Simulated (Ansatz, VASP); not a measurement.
BaBe7C4: VASP beside Ansatz

The input INCAR:

```
SYSTEM = BaBe7C4
  PREC = Accurate
  ENCUT = 600
  EDIFF = 1E-6
  ISMEAR = 0
  SIGMA = 0.1
  LREAL = .FALSE.
  LASPH = .TRUE.
  NELM = 100
  ALGO = Normal
  ISIF = 3
  LWAVE = .FALSE.
  LCHARG = .FALSE.
  GGA = PE
  IBRION = 2
  NSW = 90
  EDIFFG = -0.04
```

Contents of KPOINTS:

```
Automatic mesh
0
G
  4 4 2
  0 0 0
```

POSCAR

```
BaBe7C4
1.0
    2.7692177000     -6.6094514700      0.0000000000
    2.7692177000      6.6094514700      0.0000000000
    0.0000000000      0.0000000000      7.8221782400
Ba Be C
1 7 4
Direct
    0.0000000000      0.0000000000      0.5000000000
    0.5000000000      0.5000000000      0.0000000000
    0.4086509500      0.5913490500      0.6447995000
    0.5913490500      0.4086509500      0.6447995000
    0.4086509500      0.5913490500      0.3552005000
    0.5913490500      0.4086509500      0.3552005000
    0.5000000000      0.0000000000      0.5000000000
    0.0000000000      0.5000000000      0.5000000000
    0.5000000000      0.5000000000      0.7895990000
    0.5000000000      0.5000000000      0.2104010000
    0.3173019000      0.6826981000      0.5000000000
    0.6826981000      0.3173019000      0.5000000000
```

Input for Ansatz:

```yaml
crystal:
  lattice:
    - [2.7692177, -6.60945147, 0.0]
    - [2.7692177, 6.60945147, 0.0]
    - [0.0, 0.0, 7.82217824]
  atoms:
    - { symbol: Ba, position: [0.0, 0.0, 0.5] }
    - { symbol: Be, position: [0.5, 0.5, 0.0] }
    - { symbol: Be, position: [0.40865095, 0.59134905, 0.6447995] }
    - { symbol: Be, position: [0.59134905, 0.40865095, 0.6447995] }
    - { symbol: Be, position: [0.40865095, 0.59134905, 0.3552005] }
    - { symbol: Be, position: [0.59134905, 0.40865095, 0.3552005] }
    - { symbol: Be, position: [0.5, 0.0, 0.5] }
    - { symbol: Be, position: [0.0, 0.5, 0.5] }
    - { symbol: C, position: [0.5, 0.5, 0.789599] }
    - { symbol: C, position: [0.5, 0.5, 0.210401] }
    - { symbol: C, position: [0.3173019, 0.6826981, 0.5] }
    - { symbol: C, position: [0.6826981, 0.3173019, 0.5] }
basis:
  ecutwfc: 420
kpoints:
  mp_grid: { grid: [4, 4, 2] }
hamiltonian:
  xc: pbe
scf:
  occupations: { method: gaussian, width: 0.1 }
  lower_state_search: "off"
output:
  forces: true
  stress: true
  eigenvalues: true
relax:
  adjacent_minimum: "off"
  f_tol: 0.04
  max_steps: 70
  cell: { stress_tol: 0.4 }
```

Alike in both runs: task relaxation of cell and atoms; functional PBE; k mesh 4 × 4 × 2; occupations gaussian, width 0.1 eV; no spin polarisation.

```csv
,VASP,Ansatz
version,VASP 6.6.1,Ansatz 0.2.0
potentials or method,"VASP PAW PBE potentials, release 64 (Ba_sv, Be, C), cutoff 600 eV","scalar-relativistic, plane waves, PAW"
valence electrons in the cell,40,40
```

Ansatz gave:

```
gap on the k mesh at the Fermi level, each at its own relaxed structure (eV) : 0.92
relaxed volume (Å³/atom)                                                     : 21.95
relaxed length of the cell vector where the two differ most in proportion (Å)              : 7.074
```

**Question.** Which values does VASP return?

**Answer.** gap on the k mesh at the Fermi level, each at its own relaxed structure (eV): 0.91; relaxed volume (Å³/atom): 22.09; relaxed length of the cell vector where the two differ most in proportion (Å): 7.056.

Spin-orbit coupling is off throughout.
